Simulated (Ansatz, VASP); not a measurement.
# One calculation of MnSb, two programs

File INCAR:

```
SYSTEM = MnSb
PREC = Accurate ; ENCUT = 500
EDIFF = 1E-6 ; ISMEAR = -1
SIGMA = 0.016 ; LREAL = .False.
LASPH = .True. ; NELM = 200
ALGO = Normal ; ISIF = 2
LWAVE = .False. ; LCHARG = .True.
ISPIN = 2 ; MAGMOM = 4.18 -0.12
LORBIT = 11 ; LMAXMIX = 4
GGA = PE ; LELF = .True.
LVHAR = .True. ; NBANDS = 20
GGA_COMPAT = .False.
```

The input KPOINTS:

```
Automatic mesh
0
Gamma
  4 4 4
  0 0 0
```

File POSCAR:

```
MnSb
1.0
    0.0000000000      2.7950160000      2.7950160000
    2.7950160000      0.0000000000      2.7950160000
    2.7950160000      2.7950160000      0.0000000000
Mn Sb
1 1
Direct
    0.0000000000      0.0000000000      0.0000000000
    0.5000000000      0.5000000000      0.5000000000
```

Input for Ansatz:

```yaml
crystal:
  lattice:
    - [0.0, 2.795016, 2.795016]
    - [2.795016, 0.0, 2.795016]
    - [2.795016, 2.795016, 0.0]
  atoms:
    - { symbol: Mn, position: [0.0, 0.0, 0.0], spin: 4.18 }
    - { symbol: Sb, position: [0.5, 0.5, 0.5], spin: -0.12 }
basis: {}
kpoints:
  mp_grid: { grid: [4, 4, 4] }
hamiltonian:
  xc: pbe
scf:
  occupations: { method: fermi_dirac, width: 0.016 }
  lower_state_search: "off"
  max_iter: 300
output:
  forces: true
  stress: true
  eigenvalues: true
  populations: true
magnetization:
  spin_polarized: true
```

Alike in both runs: task single point; functional PBE; k mesh 4 × 4 × 4; occupations fermi-dirac, width 0.016 eV; collinear spin.

```csv
,VASP,Ansatz
version,VASP 6.6.1,Ansatz 0.2.0
potentials or method,"VASP PAW PBE potentials, release 64 (Mn_pv, Sb)","scalar-relativistic, plane waves, PAW"
plane-wave cutoff (eV),500,420
valence electrons in the cell,18,30
```

```csv
,VASP,Ansatz,Ansatz less VASP
gap on the k mesh at the Fermi level (eV),none,none,-
pressure (GPa),-0.6,-0.5,+0.07
net moment per atom (μB),1.91,1.91,0.000
size of the moment on the site where the two differ most (μB),3.75,3.79,+0.038
```

Site moments also hang on the region over which each program counts them. A gap of «none» marks a metal or a gap that the smearing closes. VASP's potentials hold 18 valence electrons a cell and Ansatz's 30, so a difference there can come from the potentials and not from the codes.

The k mesh is coarse, so the values compare programs but aren't converged. Neither program's run includes spin-orbit coupling.
